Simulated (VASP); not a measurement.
A run of VASP 6.6.1 is set up as follows.

The input INCAR:

```
SYSTEM = Ir
  PREC = Accurate
  ENCUT = 500
  EDIFF = 1E-6
  ISMEAR = -1
  SIGMA = 0.05
  LREAL = .FALSE.
  LASPH = .TRUE.
  NELM = 120
  ALGO = Normal
  ISIF = 2
  LWAVE = .FALSE.
  LCHARG = .FALSE.
  GGA = PE
  NBANDS = 10
  GGA_COMPAT = .FALSE.
```

File KPOINTS:

```
Automatic mesh
0
G
  12 12 12
  0 0 0
```

The input POSCAR:

```
Ir
1.0
    0.0000000000      1.9346648194      1.9346648194
    1.9346648194      0.0000000000      1.9346648194
    1.9346648194      1.9346648194      0.0000000000
Ir
1
Direct
    0.0000000000      0.0000000000      0.0000000000
```

Potentials or basis: VASP PAW PBE potentials, release 64 (Ir).

Command:

```bash
$ cat potpaw_PBE.64/Ir/POTCAR > POTCAR
$ mpirun -np 1 vasp_std > vasp.out
```

Task: Predict the pressure.

Result: 0.5 GPa.
